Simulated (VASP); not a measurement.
# Sn3Se (I4/mmm) in VASP: a series of runs

Sn3Se is run at these levels: PBE; tasks: single point.

All numbers are computed with VASP 6.6.1; they aren't measurements. Logs are shortened: lines on timing, memory, paths and dates and some standing lists are left out, and cuts for length are marked.

## 1. The cell of the first run

The structure is tetragonal, space group I4/mmm (No. 139). Conventional cell: a = 5.272 Å, b = 5.272 Å, c = 8.108 Å, α = 90.00°, β = 90.00°, γ = 90.00°. Sn (site symmetry -4m2) has 10 Sn at 3.33 to 4.05 Å and 4 Se at 3.33 Å within 4.4 Å. Within 4.4 Å of Sn (site symmetry 4/mmm) lie 8 Sn at 3.33 Å and 6 Se at 3.73 to 4.05 Å. Se (site symmetry 4/mmm) has 14 Sn at 3.33 to 4.05 Å within 4.4 Å.

## 2. Single point, PBE (strain +0.0875 x Voigt [0, 0, 1, 0, 0, 0])

INCAR reads:

```
SYSTEM = Sn3Se
ALGO = Normal
EDIFF = 1E-7
ENCUT = 520
GGA = PE
ISIF = 2
ISMEAR = 0
LASPH = .TRUE.
LCHARG = .FALSE.
LREAL = .FALSE.
LWAVE = .FALSE.
NBANDS = 32
NELM = 80
PREC = Accurate
SIGMA = 0.15
```

KPOINTS reads:

```
k-points
0
G
  12 12 12
  0 0 0
```

POSCAR reads:

```
Sn3Se
1.0
    0.0000000000      3.7279542406      4.0541502367
    3.7279542406      0.0000000000      4.0541502367
    3.7279542406      3.7279542406      0.0000000000
Sn Se
3 1
Direct
    0.2500000000      0.2500000000      0.2500000000
    0.7500000000      0.7500000000      0.7500000000
    0.5000000000      0.5000000000      0.5000000000
    0.0000000000      0.0000000000      0.0000000000
```

Potentials or basis: VASP PAW PBE potentials, release 64 (Sn_d, Se).

Started as:

```sh
> cat potpaw_PBE.64/Sn_d/POTCAR potpaw_PBE.64/Se/POTCAR > POTCAR
> mpirun -np 1 vasp_std > vasp.out
```

OUTCAR:

```text
SYSTEM = Sn3Se
   EDIFF = 1E-7
   ENCUT = 520
   GGA = PE
   ISIF = 2
   ISMEAR = 0
   LASPH = .TRUE.
   LREAL = .FALSE.
   NELM = 80
   PREC = Accurate

 ion  position               nearest neighbor table
   1  0.250  0.250  0.250-   3 3.33   3 3.33   3 3.33   3 3.33   2 3.73   2 3.73   2 3.73   2 3.73

   2  0.750  0.750  0.750-   3 3.33   3 3.33   3 3.33   3 3.33   1 3.73   1 3.73   1 3.73   1 3.73

   3  0.500  0.500  0.500-   1 3.33   2 3.33   1 3.33   1 3.33   1 3.33   2 3.33   2 3.33   2 3.33

   4  0.000  0.000  0.000-

  LATTYP: Found a body centered tetragonal cell.
 ALAT       =     5.2721234470
 C/A-ratio  =     1.5379572491

  Lattice vectors:

 A1 = (  -3.7279542406,   0.0000000000,   4.0541502367)
 A2 = (   3.7279542406,   0.0000000000,   4.0541502367)
 A3 = (   0.0000000000,   3.7279542406,  -4.0541502367)

Analysis of symmetry for initial positions (statically):
=====================================================================
 Subroutine PRICEL returns:
 Original cell was already a primitive cell.

 Routine SETGRP: Setting up the symmetry group for a
 body centered tetragonal supercell.

 Subroutine GETGRP returns: Found 16 space group operations
 (whereof 16 operations were pure point group operations)
 out of a pool of 16 trial point group operations.

The static configuration has the point symmetry D_4h.

Analysis of symmetry for dynamics (positions and initial velocities):
=====================================================================
 Subroutine PRICEL returns:
 Original cell was already a primitive cell.

 Routine SETGRP: Setting up the symmetry group for a
 body centered tetragonal supercell.

 Subroutine GETGRP returns: Found 16 space group operations
 (whereof 16 operations were pure point group operations)
 out of a pool of 16 trial point group operations.

The dynamic configuration has the point symmetry D_4h.

 Subroutine INISYM returns: Found 16 space group operations
 (whereof 16 operations are pure point group operations),
 and found     1 'primitive' translations

----------------------------------------------------------------------------------------

                                     Primitive cell

  volume of cell :     112.6863

  direct lattice vectors                    reciprocal lattice vectors
     0.000000000  3.727954241  4.054150237    -0.134121818  0.134121818  0.123330407
     3.727954241  0.000000000  4.054150237     0.134121818 -0.134121818  0.123330407
     3.727954241  3.727954241  0.000000000     0.134121818  0.134121818 -0.123330407

  length of vectors
     5.507610822  5.507610822  5.272123447     0.226247019  0.226247019  0.226247019

  position of ions in fractional coordinates (direct lattice)
     0.250000000  0.250000000  0.250000000
     0.750000000  0.750000000  0.750000000
     0.500000000  0.500000000  0.500000000
     0.000000000  0.000000000  0.000000000

  ion indices of the primitive-cell ions
   primitive index   ion index
                 1           1
                 2           2
                 3           3
                 4           4

----------------------------------------------------------------------------------------

 KPOINTS: k-points

Automatic generation of k-mesh.
 Grid dimensions read from file:
 generate k-points for:   12   12   12

 Generating k-lattice:

  Cartesian coordinates                     Fractional coordinates (reciprocal lattice)
    -0.011176818  0.011176818  0.010277534     0.083333333  0.000000000  0.000000000
     0.011176818 -0.011176818  0.010277534     0.000000000  0.083333333  0.000000000
     0.011176818  0.011176818 -0.010277534     0.000000000  0.000000000  0.083333333

  Length of vectors
     0.018853918  0.018853918  0.018853918

  Shift w.r.t. Gamma in fractional coordinates (k-lattice)
     0.000000000  0.000000000  0.000000000

 Subroutine IBZKPT returns following result:
 ===========================================

 Found    163 irreducible k-points:

 Following reciprocal coordinates:
            Coordinates               Weight
  0.000000  0.000000  0.000000      1.000000
  0.083333  0.000000  0.000000      8.000000
  0.166667  0.000000  0.000000      8.000000
  0.250000  0.000000  0.000000      8.000000
  0.333333  0.000000  0.000000      8.000000
  0.416667  0.000000  0.000000      8.000000
[... 16 lines left out ...]
  0.500000  0.166667  0.000000      8.000000
 -0.416667  0.166667  0.000000      8.000000
 [... further k-points ...]
   k-points           NKPTS =    163   k-points in BZ     NKDIM =    163   number of bands    NBANDS=     32
   number of dos      NEDOS =    301   number of ions     NIONS =      4
   total plane-waves  NPLWV =  70560
   dimension x,y,z NGX =    42 NGY =   42 NGZ =   40
   dimension x,y,z NGXF=    84 NGYF=   84 NGZF=   80
   ions per type =               3   1
   NGX,Y,Z   is equivalent  to a cutoff of  12.68, 12.68, 12.61 a.u.
   NGXF,Y,Z  is equivalent  to a cutoff of  25.36, 25.36, 25.23 a.u.
 SYSTEM =  Sn3Se
   PREC   = accura    normal or accurate (medium, high low for compatibility)
   ISTART =      0    job   : 0-new  1-cont  2-samecut
   ICHARG =      2    charge: 1-file 2-atom 10-const
   ISPIN  =      1    spin polarized calculation?
   LNONCOLLINEAR =      F non collinear calculations
   LSORBIT =      F    spin-orbit coupling
   LASPH  =      T    aspherical Exc in radial PAW
   ENCUT  =  520.0 eV  38.22 Ry    6.18 a.u.  10.24 10.24  9.80*2*pi/ulx,y,z
   NELM   =     80;   NELMIN=  2; NELMDL= -5     # of ELM steps
   EDIFF  = 0.1E-06   stopping-criterion for ELM
   LREAL  =      F    real-space projection
   EDIFFG = 0.1E-05   stopping-criterion for IOM
   NSW    =      0    number of steps for IOM
   IBRION =     -1    ionic relax: 0-MD 1-quasi-New 2-CG
   NFREE  =      0    steps in history (QN), initial steepest desc. (CG)
   ISIF   =      2    stress and relaxation
   ISYM   =      2    0-nonsym 1-usesym 2-fastsym
   POTIM  = 0.5000    time-step for ionic-motion
   TEBEG  =    0.0;   TEEND  =   0.0 temperature during run
   PSTRESS=    0.0 pullay stress
   NELECT =      48.0000    total number of electrons
   NUPDOWN=      -1.0000    fix difference up-down
   EMIN   =  10.00;   EMAX   =-10.00  energy-range for DOS
   EFERMI =   0.00;   METHOD = LEGACY
   ISMEAR =     0;   SIGMA  =   0.15  broadening in eV -4-tet -1-fermi 0-gaus
   EFERMI_NEDOS =   21; number of points for ismear=-14 and -15
   IALGO  =     38    algorithm
   IMIX   =      4    mixing-type and parameters
     AMIX     =   0.40;   BMIX     =  1.00
     AMIX_MAG =   1.60;   BMIX_MAG =  1.00
  volume/ion in A,a.u.               =      28.17       190.11
  Fermi-wavevector in a.u.,A,eV,Ry     =   1.231776  2.327718 20.643726  1.517271
  Thomas-Fermi vector in A             =   2.366572
   LORBIT       =      0    0 simple, 1 ext, 2 COOP (PROOUT), +10 PAW based schemes
   GGA     = PE    functional components
   LHFCALC =     F    Hartree Fock is set to
   AEXX    =    0.0000 exact exchange contribution
   IVDW    =     0    specifies the selected vdW correction
   LEPSILON=     F    determine dielectric tensor
   LRPA    =     F    only Hartree local field effects (RPA)
 non-spin polarized calculation
 Gauss-broadening in eV      SIGMA  =   0.15
  energy-cutoff  :      520.00
  volume of cell :      112.69
 maximum number of plane-waves:      3054
 NGX is ok and might be reduce to    42
   NGX = 21   NGY = 21   NGZ = 19

 number of electron      47.9999990 magnetization

 Free energy of the ion-electron system (eV)
  ---------------------------------------------------
  ext. energy  EPLUGINS =         0.00000000
  ---------------------------------------------------
  free energy    TOTEN  =       -14.81155363 eV

  energy without entropy =      -14.77987265  energy(sigma->0) =      -14.79571314

 E-fermi :   6.3460     XC(G=0):  -9.9226

 val. band max:        6.3430812086   @ k =   0.3333   0.3333   0.0000
 cond. band min:       6.3477263756   @ k =   0.5000   0.0833   0.1667
 fundamental gap:      0.0046451670
 Fermi energy:         6.3460064783

 k-point     1 :       0.0000    0.0000    0.0000
  band No.  band energies     occupation
      1     -15.2731      2.00000
      2     -15.2612      2.00000
      3     -15.2428      2.00000
      4     -15.2401      2.00000
      5     -15.2401      2.00000
      6     -15.2342      2.00000
[... 24 lines left out ...]
     31      12.0756      0.00000
     32      12.3910      0.00000

 k-point     2 :       0.0833    0.0000    0.0000
  band No.  band energies     occupation
      1     -15.2715      2.00000
      2     -15.2600      2.00000
      3     -15.2447      2.00000
      4     -15.2415      2.00000
      5     -15.2414      2.00000
      6     -15.2332      2.00000
[... 24 lines left out ...]
     31      11.8111      0.00000
     32      12.2279      0.00000

 k-point     3 :       0.1667    0.0000    0.0000
  band No.  band energies     occupation
      1     -15.2666      2.00000
      2     -15.2565      2.00000
      3     -15.2477      2.00000
      4     -15.2443      2.00000
      5     -15.2424      2.00000
      6     -15.2314      2.00000
[... 24 lines left out ...]
     31      11.4231      0.00000
     32      12.0980      0.00000

 k-point     4 :       0.2500    0.0000    0.0000
  band No.  band energies     occupation
      1     -15.2591      2.00000
      2     -15.2515      2.00000
      3     -15.2481      2.00000
      4     -15.2474      2.00000
      5     -15.2434      2.00000
      6     -15.2299      2.00000
[... 24 lines left out ...]
     31      11.3544      0.00000
     32      12.1939      0.00000

 k-point     5 :       0.3333    0.0000    0.0000
  band No.  band energies     occupation
      1     -15.2504      2.00000
      2     -15.2493      2.00000
      3     -15.2475      2.00000
      4     -15.2444      2.00000
      5     -15.2433      2.00000
      6     -15.2287      2.00000
[... 584 lines left out ...]
     31      11.5367      0.00000
     32      12.1512      0.00000

 k-point    22 :       0.4167    0.1667    0.0000
  band No.  band energies     occupation
      1     -15.2580      2.00000
      2     -15.2532      2.00000
      3     -15.2514      2.00000
      4     -15.2412      2.00000
      5     -15.2374      2.00000
      6     -15.2336      2.00000
[... 24 lines left out ...]
     31      11.5431      0.00000
     32      13.0849      0.00000

 k-point    23 :       0.5000    0.1667    0.0000
  band No.  band energies     occupation
      1     -15.2557      2.00000
      2     -15.2467      2.00000
      3     -15.2458      2.00000
      4     -15.2418      2.00000
      5     -15.2347      2.00000
      6     -15.2298      2.00000
[... 24 lines left out ...]
     31      11.4034      0.00000
     32      14.1551      0.00000

 k-point    24 :      -0.4167    0.1667    0.0000
  band No.  band energies     occupation
      1     -15.2534      2.00000
      2     -15.2466      2.00000
      3     -15.2399      2.00000
      4     -15.2361      2.00000
      5     -15.2333      2.00000
      6     -15.2294      2.00000
[... 24 lines left out ...]
     31      11.4317      0.00000
     32      14.5458      0.00000

 [... further k-points ...]

------------------------ aborting loop because EDIFF is reached ----------------------------------------

  FORCE on cell =-STRESS in cart. coord.  units (eV):
  Direction    XX          YY          ZZ          XY          YZ          ZX
  --------------------------------------------------------------------------------------
  -------------------------------------------------------------------------------------
  Total       -2.2999091     -2.2999091     -2.3039700      0.0000000      0.0000000      0.0000000
  in kB      -32.7001904    -32.7001904    -32.7579274      0.0000000      0.0000000      0.0000000
  external PRESSURE =     -32.7194361 kB  Pullay stress =       0.0000000 kB

 VOLUME and BASIS-vectors are now :
 -----------------------------------------------------------------------------
  energy-cutoff  :      520.00
  volume of cell :      112.69
      direct lattice vectors                 reciprocal lattice vectors
     0.000000000  3.727954241  4.054150237    -0.134121818  0.134121818  0.123330407
     3.727954241  0.000000000  4.054150237     0.134121818 -0.134121818  0.123330407
     3.727954241  3.727954241  0.000000000     0.134121818  0.134121818 -0.123330407

 POSITION                                       TOTAL-FORCE (eV/Angst)
 -----------------------------------------------------------------------------------
      1.86398      1.86398      2.02708         0.000000     -0.000000     -0.000000
      5.59193      5.59193      6.08123         0.000000      0.000000      0.000000
      3.72795      3.72795      4.05415        -0.000000      0.000000      0.000000
      0.00000      0.00000      0.00000        -0.000000      0.000000      0.000000
 -----------------------------------------------------------------------------------
    total drift:                               -0.000000     -0.000000      0.000000

  FREE ENERGIE OF THE ION-ELECTRON SYSTEM (eV)
  ---------------------------------------------------
  free  energy   TOTEN  =       -14.8115536349 eV

  energy  without entropy=      -14.7798726464  energy(sigma->0) =      -14.79571314
```

It took 5.1 min on 1 thread of Intel Xeon 6975P-C (Granite Rapids), shared host; peak memory 0.6 GiB.

Results:

```yaml
Free_energy: -14.8116 eV
Pressure: -3.3 GPa
Band_gap_on_the_k_mesh: zero (bands 24 and 25 overlap by 2.01 eV)
```

Caveat: the cell differs from its parent crystal (strain +0.0875 x Voigt [0, 0, 1, 0, 0, 0]); the cell stands under tension; spin-orbit coupling is left out, which moves the levels of the heavy elements.

## 3. Single point, PBE (strain +0.1000 x Voigt [0, 0, 1, 0, 0, 0])

INCAR reads:

```
SYSTEM = Sn3Se
PREC = Accurate ; ENCUT = 520
EDIFF = 1E-6 ; ISMEAR = 0
SIGMA = 0.15 ; LREAL = .FALSE.
LASPH = .TRUE. ; NELM = 60
ALGO = Normal ; ISIF = 2
LWAVE = .FALSE. ; LCHARG = .FALSE.
GGA = PE ; NBANDS = 32
```

KPOINTS reads:

```
Automatic mesh
0
G
  12 12 12
  0 0 0
```

POSCAR: that of step 2 with these lines changed.

```diff
@@ -2,4 +2,4 @@
 1.0
-    0.0000000000      3.7279542406      4.0541502367
-    3.7279542406      0.0000000000      4.0541502367
+    0.0000000000      3.7279542406      4.1007496647
+    3.7279542406      0.0000000000      4.1007496647
     3.7279542406      3.7279542406      0.0000000000
```

Potentials or basis: VASP PAW PBE potentials, release 64 (Sn_d, Se).

Started as:

```sh
> cat potpaw_PBE.64/Sn_d/POTCAR potpaw_PBE.64/Se/POTCAR > POTCAR
> mpirun -np 1 vasp_std > vasp.out
```

Wall time 4.7 min (1 thread of Intel Xeon 6975P-C (Granite Rapids), shared host); peak memory 0.6 GiB.

It converged, with:

```
Free energy            : -14.7840 eV
Pressure               : -3.6 GPa
Band gap on the k mesh : zero (bands 24 and 25 overlap by 2.06 eV)
```

Levels at points of the mesh, in eV from the Fermi level:
| k point | band 21 | band 22 | band 23 | band 24 | band 25 | band 26 | band 27 | band 28 |
| --- | --- | --- | --- | --- | --- | --- | --- | --- |
| (0.00, 0.00, 0.00) | -2.63 | -2.63 | -1.24 | -1.24 | -1.02 | -0.73 | -0.06 | -0.06 |
| (0.50, 0.00, 0.00) | -2.90 | -2.05 | -1.69 | -0.98 | 0.19 | 1.67 | 2.23 | 3.00 |
| (0.50, 0.50, 0.00) | -4.20 | -0.49 | 0.47 | 0.47 | 1.26 | 2.84 | 2.84 | 2.85 |
| (0.50, 0.00, 0.50) | -4.38 | -0.63 | -0.17 | 0.31 | 0.83 | 1.74 | 2.80 | 3.26 |

Caveat: the cell differs from its parent crystal (strain +0.1000 x Voigt [0, 0, 1, 0, 0, 0]); the cell stands under tension; spin-orbit coupling is left out, which moves the levels of the heavy elements.
